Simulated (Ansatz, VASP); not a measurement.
BAs: VASP beside Ansatz

INCAR

```
  PREC = Accurate
  ENCUT = 520
  EDIFF = 1E-6
  ISMEAR = -1
  SIGMA = 0.02
  LREAL = F
  LASPH = T
  NELM = 100
  ALGO = Normal
  ISIF = 2
  LWAVE = F
  LCHARG = F
  GGA = PE
  NBANDS = 11
```

File KPOINTS:

```
Automatic mesh
0
Gamma
  10 10 10
```

The input POSCAR:

```
BAs
1.0
    0.0000000000      2.3440302520      2.4139767673
    2.3440302520      0.0000000000      2.4139767673
    2.3440302520      2.3440302520      0.0000000000
B As
1 1
Direct
    0.0000000000      0.0000000000      0.0000000000
    0.2500000000      0.2500000000      0.2500000000
```

Input for Ansatz:

```yaml
crystal:
  lattice:
    - [0.0, 2.344030252, 2.4139767673]
    - [2.344030252, 0.0, 2.4139767673]
    - [2.344030252, 2.344030252, 0.0]
  atoms:
    - { symbol: B, position: [0.0, 0.0, 0.0] }
    - { symbol: As, position: [0.25, 0.25, 0.25] }
kpoints:
  mp_grid: { grid: [10, 10, 10] }
  band_path:
    path:
      - [0.0, 0.0, 0.0]
      - [-0.5, -0.5, 0.0]
      - [-0.375, -0.375, 0.25]
      - [-0.375, 0.0, 0.375]
      - [0.0, 0.0, 0.5]
      - [-0.5, -0.25, 0.25]
      - [0.0, 0.401042, 0.401042]
    npoints: 1
hamiltonian:
  xc: pbe
scf:
  occupations: { method: fermi_dirac, width: 0.02 }
  n_extra_bands: 4
output:
  forces: true
  stress: true
  eigenvalues: true
```

Change from the starting cell: epitaxial_xy strain -2.0%.

Alike in both runs: task single point; functional PBE; k mesh 10 × 10 × 10; occupations fermi-dirac, width 0.02 eV; no spin polarisation.

```csv
,VASP,Ansatz
version,VASP 6.6.1,Ansatz 0.2.0
potentials or method,"VASP PAW PBE potentials, release 64 (B, As)","plane waves, PAW"
plane-wave cutoff (eV),520,420
valence electrons in the cell,8,18
```

```csv
,VASP,Ansatz,Ansatz less VASP
gap on the k mesh at the Fermi level (eV),0.92,0.93,+0.009
pressure (GPa),7.6,6.8,-0.75
"traceless stress, the component that is largest in VASP (GPa)",-4.32,-4.34,-0.022
```

The functional is the same, so the differences come from potentials, cutoffs and numerics. VASP's potentials hold 8 valence electrons a cell and Ansatz's 18, so a difference there can come from the potentials and not from the codes.
